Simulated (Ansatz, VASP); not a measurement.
# BaTiO3 in VASP and in Ansatz

```xyz
5
Lattice="3.9721 0.0000 0.0000 0.0000 3.9721 0.0000 0.0000 0.0000 4.1130" Properties=species:S:1:pos:R:3 pbc="T T T"
Ba    1.9860    1.9860    2.4061
Ti    0.0000    0.0000    0.4242
O     0.0000    1.9860    0.2588
O     1.9860    0.0000    0.2588
O     0.0000    0.0000    2.2456
```

Alike in both runs: functional r2SCAN; k mesh 8 × 8 × 8; occupations gaussian, width 0.02 eV; no spin polarisation.

Ansatz relaxed the structure, and its values are those at the end. VASP's run is a single point on that final structure, the one shown.

|  | VASP | Ansatz |
| --- | --- | --- |
| version | VASP 6.6.1 | Ansatz 0.2.0 |
| potentials or method | VASP PAW PBE potentials, release 64 (Ba_sv, Ti_sv, O), cutoff 520 eV | scalar-relativistic, plane waves, PAW |
| valence electrons in the cell | 40 | 40 |

|  | VASP | Ansatz | Ansatz less VASP |
| --- | --- | --- | --- |
| gap on the k mesh at the Fermi level (eV) | 2.21 | 2.23 | +0.019 |
| least direct gap on the mesh (eV) | 2.71 | 2.70 | -0.011 |
| pressure (GPa) | 1.9 | 0.0 | -1.92 |
| rms of the force components (eV/Å) | 0.060 | 0.000 | -0.0599 |

VASP's potentials were made for PBE, not for r2SCAN. The functional is the same, so the differences come from potentials, cutoffs and numerics.

Neither program's run includes spin-orbit coupling.
